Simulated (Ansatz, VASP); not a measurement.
## One calculation of Au, two programs

Contents of INCAR:

```
ALGO     = Fast           # electronic algorithm
EDIFF    = 1E-6           # SCF threshold, eV
ENCUT    = 520            # plane-wave cutoff, eV
GGA      = PE             # functional
ISIF     = 2              # what is computed and relaxed
ISMEAR   = 0              # smearing method
LASPH    = True           # aspherical terms in the spheres
LCHARG   = False          # write CHGCAR
LREAL    = False          # projectors in reciprocal space
LWAVE    = False          # write WAVECAR
NBANDS   = 18             # bands
NELM     = 60             # most SCF steps
PREC     = Accurate       # precision mode
SIGMA    = 0.15           # smearing width, eV
```

Contents of KPOINTS:

```
k-points
0
Gamma
  18 18 10
```

POSCAR

```
Au
1.0
    2.8999984104      0.0000000000      0.0000000000
   -1.4499992052      2.5114722944      0.0000000000
    0.0000000000      0.0000000000      4.8800000000
Au
2
Direct
    0.3333333333      0.6666666667      0.7090163934
    0.6666666667      0.3333333333      0.2500000000
```

Input for Ansatz:

```yaml
crystal:
  lattice:
    - [2.8999984104, 0.0, 0.0]
    - [-1.4499992052, 2.5114722944, 0.0]
    - [0.0, 0.0, 4.88]
  atoms:
    - { symbol: Au, position: [0.3333333333, 0.6666666667, 0.7090163934] }
    - { symbol: Au, position: [0.6666666667, 0.3333333333, 0.25] }
basis:
  ecutwfc: 420
kpoints:
  mp_grid: { grid: [18, 18, 10] }
hamiltonian:
  xc: pbe
scf:
  occupations: { method: gaussian, width: 0.15 }
output:
  forces: true
  stress: true
  eigenvalues: true
```

Alike in both runs: task single point; functional PBE; k mesh 18 × 18 × 10; occupations gaussian, width 0.15 eV; no spin polarisation.

```csv
,VASP,Ansatz
version,VASP 6.6.1,Ansatz 0.2.0
potentials or method,"VASP PAW PBE potentials, release 64 (Au), cutoff 520 eV","scalar-relativistic, plane waves, PAW"
valence electrons in the cell,22,38
```

Ansatz gave:

* gap on the k mesh at the Fermi level (eV): none
* pressure (GPa): 5.3
* traceless stress, the component that is largest in VASP (GPa): 1.25
* rms of the force components (eV/Å): 0.826

Problem. What did VASP give for the same quantities?

Solution. gap on the k mesh at the Fermi level (eV): none; pressure (GPa): 5.0; traceless stress, the component that is largest in VASP (GPa): 1.24; rms of the force components (eV/Å): 0.822.

Atom by atom the forces differ by 0.005 eV/Å (rms over components). A gap of «none» marks a metal or a gap that the smearing closes. VASP's potentials hold 22 valence electrons a cell and Ansatz's 38, so a difference there can come from the potentials and not from the codes.

Neither program's run includes spin-orbit coupling.
